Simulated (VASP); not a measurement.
A run of VASP 6.6.1 is set up as follows.

INCAR

```
PREC     = Accurate       # precision mode
ENCUT    = 520            # plane-wave cutoff, eV
EDIFF    = 1E-6           # SCF threshold, eV
ISMEAR   = 0              # smearing method
SIGMA    = 0.05           # smearing width, eV
LREAL    = False          # projectors in reciprocal space
LASPH    = True           # aspherical terms in the spheres
NELM     = 80             # most SCF steps
ALGO     = Normal         # electronic algorithm
ISIF     = 2              # what is computed and relaxed
LWAVE    = False          # write WAVECAR
LCHARG   = False          # write CHGCAR
GGA      = PS             # functional
NBANDS   = 27             # bands
```

KPOINTS

```
regular mesh
0
Gamma
  8 8 8
```

File POSCAR:

```
KTaO3
1.0
    3.7233397040      0.0000000000      0.0000000000
    0.0000000000      3.7233397040      0.0000000000
    0.0000000000      0.0000000000      4.2006718540
K Ta O
1 1 3
Direct
    0.5000000000      0.5000000000      0.5000000000
    0.0000000000      0.0000000000      0.0000000000
    0.5000000000      0.0000000000      0.0000000000
    0.0000000000      0.5000000000      0.0000000000
    0.0000000000      0.0000000000      0.5000000000
```

Potentials or basis: VASP PAW PBE potentials, release 64 (K_sv, Ta_pv, O).

The run is started by

```bash
$ cat potpaw_PBE.64/K_sv/POTCAR potpaw_PBE.64/Ta_pv/POTCAR potpaw_PBE.64/O/POTCAR > POTCAR
$ mpirun -np 1 vasp_std > vasp.out
```

Q: What does it give for the band gap on the k mesh?

A: 2.07 eV, indirect (least direct gap 2.46 eV).

Q: What does it give for the pressure?

A: 28.4 GPa.

Stress tensor (GPa, compression positive):
```
47.51  0.00  0.00
 0.00 47.51  0.00
 0.00  0.00 -9.76
```

Caveat: the PAW data sets were made with another functional, which shifts forces and pressure a little; spin-orbit coupling is left out, which moves the levels of the heavy elements. A k mesh can miss the band edges.
